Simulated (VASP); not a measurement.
# FeO (R-3m) in VASP: single point with PBE+U

Aim: the single point of FeO with PBE+U.

Program: VASP 6.6.1. These are calculated values, not measurements. Logs are shortened: lines on timing, memory, paths and dates and some standing lists are left out, and cuts for length are marked.

## Step 1: The cell of the first run

Symmetry: R-3m, No. 166, trigonal system. Conventional cell: a = 3.016 Å, b = 3.016 Å, c = 7.725 Å, α = 90.00°, β = 90.00°, γ = 120.00°. Fe (site symmetry -3m) has 6 O at 2.17 Å and 12 Fe at 3.02 to 3.11 Å within 3.2 Å. O (site symmetry -3m) has 6 Fe at 2.17 Å and 12 O at 3.02 to 3.11 Å within 3.2 Å.

## Step 2: Single point, PBE+U, collinear spin, antiferromagnetic start

Input file INCAR:

```
PREC = Accurate ; ENCUT = 600
EDIFF = 1E-6 ; ISMEAR = -1
SIGMA = 0.1 ; LREAL = False
LASPH = True ; NELM = 200
ALGO = Normal ; ISIF = 2
LWAVE = False ; LCHARG = False
ISPIN = 2 ; MAGMOM = 4 -4 0 0
LORBIT = 11 ; LMAXMIX = 4
LDAU = True ; LDAUTYPE = 2
LDAUL = 2 -1 ; LDAUU = 4.5 0
LDAUJ = 0 0 ; LDAUPRINT = 1
GGA = PE ; NBANDS = 26
GGA_COMPAT = False
```

Input file KPOINTS:

```
regular mesh
0
Gamma
  9 9 9
```

Input file POSCAR:

```
FeO
1.0
    4.3949500000      2.2624250000      2.2624250000
    2.2624250000      4.3949500000      2.2624250000
    2.2624250000      2.2624250000      4.3949500000
Fe O
2 2
Direct
    0.0000000000      0.0000000000      0.0000000000
    0.5000000000      0.5000000000      0.5000000000
    0.2500000000      0.2500000000      0.2500000000
    0.7500000000      0.7500000000      0.7500000000
```

Potentials or basis: VASP PAW PBE potentials, release 64 (Fe, O).

Command:

```console
$ cat potpaw_PBE.64/Fe/POTCAR potpaw_PBE.64/O/POTCAR > POTCAR
$ mpirun -np 1 vasp_std > vasp.out
```

OUTCAR:

```text
PREC = Accurate
   ENCUT = 600
   EDIFF = 1E-6
   ISMEAR = -1
   LREAL = False
   LASPH = True
   NELM = 200
   ISIF = 2
   ISPIN = 2
   LORBIT = 11
   GGA = PE

 ion  position               nearest neighbor table
   1  0.000  0.000  0.000-   4 2.17   4 2.17   3 2.17   3 2.17   4 2.17   3 2.17   2 3.11   2 3.11
                             2 3.11   2 3.11   2 3.11   2 3.11
   2  0.500  0.500  0.500-   3 2.17   3 2.17   4 2.17   4 2.17   3 2.17   4 2.17   1 3.11   1 3.11
                             1 3.11   1 3.11   1 3.11   1 3.11
   3  0.250  0.250  0.250-   1 2.17   1 2.17   2 2.17   2 2.17   1 2.17   2 2.17
   4  0.750  0.750  0.750-   2 2.17   2 2.17   1 2.17   1 2.17   2 2.17   1 2.17

  LATTYP: Found a trigonal (rhomboedric) cell.
 ALAT       =     5.4362412809
 COS(alpha) =     0.8461169399

  Lattice vectors:

 A1 = (   4.3949500000,   2.2624250000,   2.2624250000)
 A2 = (   2.2624250000,   4.3949500000,   2.2624250000)
 A3 = (   2.2624250000,   2.2624250000,   4.3949500000)

Analysis of symmetry for initial positions (statically):
=====================================================================
 Subroutine PRICEL returns following result:

  LATTYP: Found a trigonal (rhomboedric) cell.
 ALAT       =     3.1083775919
 COS(alpha) =     0.5293254421
[... 12 lines left out ...]
 Subroutine GETGRP returns: Found 12 space group operations
 (whereof 12 operations were pure point group operations)
 out of a pool of 12 trial point group operations.

The static configuration has the point symmetry D_3d.

Analysis of symmetry for dynamics (positions and initial velocities):
=====================================================================
 Subroutine PRICEL returns following result:

  LATTYP: Found a trigonal (rhomboedric) cell.
 ALAT       =     3.1083775919
 COS(alpha) =     0.5293254421
[... 12 lines left out ...]
 Subroutine GETGRP returns: Found 12 space group operations
 (whereof 12 operations were pure point group operations)
 out of a pool of 12 trial point group operations.

The dynamic configuration has the point symmetry D_3d.

Analysis of structural, dynamic, and magnetic symmetry:
=====================================================================
 Subroutine PRICEL returns following result:

  LATTYP: Found a trigonal (rhomboedric) cell.
 ALAT       =     3.1083775919
 COS(alpha) =     0.5293254421
[... 12 lines left out ...]
 Subroutine GETGRP returns: Found 12 space group operations
 (whereof 12 operations were pure point group operations)
 out of a pool of 12 trial point group operations.

The overall configuration has the point symmetry D_3d.

 Subroutine INISYM returns: Found 12 space group operations
 (whereof 12 operations are pure point group operations),
 and found     2 'primitive' translations

----------------------------------------------------------------------------------------

                                     Primitive cell

  volume of cell :      20.2821

  direct lattice vectors                    reciprocal lattice vectors
    -2.197475000 -0.064950000 -2.197475000    -0.231049318  0.237878362 -0.231049318
    -0.064950000 -2.197475000 -2.197475000     0.237878362 -0.231049318 -0.231049318
    -2.197475000 -2.197475000 -0.064950000    -0.231049318 -0.231049318  0.237878362

  length of vectors
     3.108377592  3.108377592  3.108377592     0.404170372  0.404170372  0.404170372

  position of ions in fractional coordinates (direct lattice)
[... 134 lines left out ...]

spin component  2

  0.3176 -0.1369 -0.0651 -0.1369  0.0000
 -0.1369  0.3176  0.0326 -0.1369 -0.0564
 -0.0651  0.0326  0.1252  0.0326  0.0000
 -0.1369 -0.1369  0.0326  0.3176  0.0564
  0.0000 -0.0564  0.0000  0.0564  0.1252

 occupancies and eigenvectors

  o =  0.0437  v =  0.0000  0.0000  0.0000  0.0000  0.0000 -0.5774 -0.5774 -0.0000 -0.5774 -0.0000      0.0000  0.0000  0.0000  0.0000  0.0000  0.0000  0.0000  0.0000  0.0000  0.0000
  o =  0.1069  v =  0.0000  0.0000  0.0000  0.0000  0.0000 -0.1820  0.1023 -0.9722  0.0797  0.0696      0.0000  0.0000  0.0000  0.0000  0.0000  0.0000  0.0000  0.0000  0.0000  0.0000
  o =  0.1069  v =  0.0000  0.0000  0.0000  0.0000  0.0000  0.0130  0.1511  0.0696 -0.1642  0.9722      0.0000  0.0000  0.0000  0.0000  0.0000  0.0000  0.0000  0.0000  0.0000  0.0000
  o =  0.4729  v =  0.0000  0.0000  0.0000  0.0000  0.0000  0.7894 -0.4819 -0.2217 -0.3075  0.0283      0.0000  0.0000  0.0000  0.0000  0.0000  0.0000  0.0000  0.0000  0.0000  0.0000
  o =  0.4729  v =  0.0000  0.0000  0.0000  0.0000  0.0000 -0.1007 -0.6333  0.0283  0.7340  0.2217      0.0000  0.0000  0.0000  0.0000  0.0000  0.0000  0.0000  0.0000  0.0000  0.0000
  o =  0.9679  v =  0.4209  0.3943  0.0281 -0.8151  0.0466  0.0000  0.0000  0.0000  0.0000  0.0000      0.0000  0.0000  0.0000  0.0000  0.0000  0.0000  0.0000  0.0000  0.0000  0.0000
  o =  0.9679  v = -0.6982  0.7136 -0.0466 -0.0154  0.0281  0.0000  0.0000  0.0000  0.0000  0.0000      0.0000  0.0000  0.0000  0.0000  0.0000  0.0000  0.0000  0.0000  0.0000  0.0000
  o =  0.9709  v =  0.5774  0.5774  0.0000  0.5774  0.0000  0.0000  0.0000  0.0000  0.0000  0.0000      0.0000  0.0000  0.0000  0.0000  0.0000  0.0000  0.0000  0.0000  0.0000  0.0000
  o =  1.0111  v =  0.0126  0.0306 -0.2840 -0.0432 -0.9573  0.0000  0.0000  0.0000  0.0000  0.0000      0.0000  0.0000  0.0000  0.0000  0.0000  0.0000  0.0000  0.0000  0.0000  0.0000
  o =  1.0111  v = -0.0426  0.0323  0.9573  0.0104 -0.2840  0.0000  0.0000  0.0000  0.0000  0.0000      0.0000  0.0000  0.0000  0.0000  0.0000  0.0000  0.0000  0.0000  0.0000  0.0000

atom =   2  type =  1  l = 2

 onsite density matrix

spin component  1

  0.3176 -0.1369 -0.0651 -0.1369  0.0000
 -0.1369  0.3176  0.0326 -0.1369 -0.0564
 -0.0651  0.0326  0.1252  0.0326  0.0000
 -0.1369 -0.1369  0.0326  0.3176  0.0564
  0.0000 -0.0564  0.0000  0.0564  0.1252

spin component  2

  0.9690  0.0009 -0.0019  0.0009 -0.0000
  0.0009  0.9690  0.0010  0.0009 -0.0017
 -0.0019  0.0010  1.0110  0.0010 -0.0000
  0.0009  0.0009  0.0010  0.9690  0.0017
 -0.0000 -0.0017 -0.0000  0.0017  1.0110

 occupancies and eigenvectors

  o =  0.0437  v = -0.5774 -0.5774 -0.0000 -0.5774 -0.0000  0.0000  0.0000  0.0000  0.0000  0.0000      0.0000  0.0000  0.0000  0.0000  0.0000  0.0000  0.0000  0.0000  0.0000  0.0000
  o =  0.1069  v = -0.1825  0.0944 -0.9745  0.0881  0.0195  0.0000  0.0000  0.0000  0.0000  0.0000      0.0000  0.0000  0.0000  0.0000  0.0000  0.0000  0.0000  0.0000  0.0000  0.0000
  o =  0.1069  v =  0.0037  0.1562  0.0195 -0.1599  0.9745  0.0000  0.0000  0.0000  0.0000  0.0000      0.0000  0.0000  0.0000  0.0000  0.0000  0.0000  0.0000  0.0000  0.0000  0.0000
  o =  0.4729  v =  0.7500 -0.6055 -0.2106 -0.1444  0.0748  0.0000  0.0000  0.0000  0.0000  0.0000      0.0000  0.0000  0.0000  0.0000  0.0000  0.0000  0.0000  0.0000  0.0000  0.0000
  o =  0.4729  v = -0.2662 -0.5164  0.0748  0.7826  0.2106  0.0000  0.0000  0.0000  0.0000  0.0000      0.0000  0.0000  0.0000  0.0000  0.0000  0.0000  0.0000  0.0000  0.0000  0.0000
  o =  0.9679  v =  0.0000  0.0000  0.0000  0.0000  0.0000 -0.6006 -0.1771 -0.0401  0.7778 -0.0368      0.0000  0.0000  0.0000  0.0000  0.0000  0.0000  0.0000  0.0000  0.0000  0.0000
  o =  0.9679  v =  0.0000  0.0000  0.0000  0.0000  0.0000 -0.5513  0.7958 -0.0368 -0.2445  0.0401      0.0000  0.0000  0.0000  0.0000  0.0000  0.0000  0.0000  0.0000  0.0000  0.0000
  o =  0.9709  v =  0.0000  0.0000  0.0000  0.0000  0.0000 -0.5774 -0.5774  0.0000 -0.5774 -0.0000      0.0000  0.0000  0.0000  0.0000  0.0000  0.0000  0.0000  0.0000  0.0000  0.0000
  o =  1.0111  v =  0.0000  0.0000  0.0000  0.0000  0.0000  0.0000 -0.0385 -0.0000  0.0385  0.9985      0.0000  0.0000  0.0000  0.0000  0.0000  0.0000  0.0000  0.0000  0.0000  0.0000
  o =  1.0111  v =  0.0000  0.0000  0.0000  0.0000  0.0000  0.0445 -0.0222 -0.9985 -0.0222 -0.0000      0.0000  0.0000  0.0000  0.0000  0.0000  0.0000  0.0000  0.0000  0.0000  0.0000

 number of electron      27.9999999 magnetization      -0.0000000

 Free energy of the ion-electron system (eV)
  ---------------------------------------------------
  ext. energy  EPLUGINS =         0.00000000
  ---------------------------------------------------
  free energy    TOTEN  =       -25.66787198 eV

  energy without entropy =      -25.56626073  energy(sigma->0) =      -25.61706636

 E-fermi :   6.0893     XC(G=0): -12.0484

 val. band max:        6.0863613059   @ k =   0.3333   0.2222   0.1111
 cond. band min:       6.0936124538   @ k =   0.4444   0.3333   0.2222
 fundamental gap:      0.0072511480
 Fermi energy:         6.0893067319

 spin component 1

 k-point     1 :       0.0000    0.0000    0.0000
  band No.  band energies     occupation
      1     -14.1745      1.00000
      2     -13.1075      1.00000
      3      -2.5579      1.00000
      4      -0.9855      1.00000
      5      -0.9855      1.00000
      6       0.7058      1.00000
[... 1385 lines left out ...]
     25      19.1637      0.00000
     26      21.0091      0.00000

 [... further k-points ...]
[... 5 lines left out ...]
  --------------------------------------------------------------------------------------
  -------------------------------------------------------------------------------------
  Total       -0.0086085     -0.0086085     -0.0086085     -0.0228939     -0.0228939     -0.0228939
  in kB       -0.3400129     -0.3400129     -0.3400129     -0.9042459     -0.9042459     -0.9042459
  external PRESSURE =      -0.3400129 kB  Pullay stress =       0.0000000 kB

 VOLUME and BASIS-vectors are now :
 -----------------------------------------------------------------------------
  energy-cutoff  :      600.00
  volume of cell :       40.56
      direct lattice vectors                 reciprocal lattice vectors
     4.394950000  2.262425000  2.262425000     0.349988499 -0.118939181 -0.118939181
     2.262425000  4.394950000  2.262425000    -0.118939181  0.349988499 -0.118939181
     2.262425000  2.262425000  4.394950000    -0.118939181 -0.118939181  0.349988499

 POSITION                                       TOTAL-FORCE (eV/Angst)
 -----------------------------------------------------------------------------------
      0.00000      0.00000      0.00000        -0.000000     -0.000000     -0.000000
      4.45990      4.45990      4.45990         0.000000      0.000000      0.000000
      2.22995      2.22995      2.22995         0.000000     -0.000000      0.000000
      6.68985      6.68985      6.68985        -0.000000      0.000000     -0.000000
 -----------------------------------------------------------------------------------
    total drift:                                0.000000     -0.000000     -0.000000

  FREE ENERGIE OF THE ION-ELECTRON SYSTEM (eV)
  ---------------------------------------------------
  free  energy   TOTEN  =       -25.6678719827 eV

  energy  without entropy=      -25.5662607322  energy(sigma->0) =      -25.61706636

 total charge

# of ion       s       p       d       tot
------------------------------------------
    1        0.287   0.354   6.109   6.751
    2        0.287   0.354   6.109   6.751
    3        1.551   3.453   0.000   5.004
    4        1.551   3.453   0.000   5.004
--------------------------------------------------
tot          3.677   7.615  12.219  23.511

 magnetization (x)

# of ion       s       p       d       tot
------------------------------------------
    1        0.010   0.008   3.720   3.738
    2       -0.010  -0.008  -3.720  -3.738
    3        0.000   0.000   0.000   0.000
    4        0.000   0.000   0.000   0.000
--------------------------------------------------
tot          0.000   0.000   0.000   0.000
```

Run time: 23 min. Hardware: 1 thread of Oxide Virtual Turin-like, shared host; peak memory 0.46 GiB.

Results:

| Property | Result |
| --- | --- |
| Free energy | -25.6679 eV |
| Pressure | 0.0 GPa |
| Band gap on the k mesh | zero (filled and empty bands overlap) |
| Net moment | 0.00 μB per cell |
| Site moments | Fe +3.74, -3.74; O +0.00 μB |
| Valence electrons inside the program's atomic spheres | Fe 6.75; O 5.00 |

Eigenvalues of the final occupation matrices:
```
    site  spin  trace               eigenvalues
site 1 d     1   4.93  0.97 0.97 0.97 1.01 1.01
site 1 d     2   1.20  0.04 0.11 0.11 0.47 0.47
site 2 d     1   1.20  0.04 0.11 0.11 0.47 0.47
site 2 d     2   4.93  0.97 0.97 0.97 1.01 1.01
```
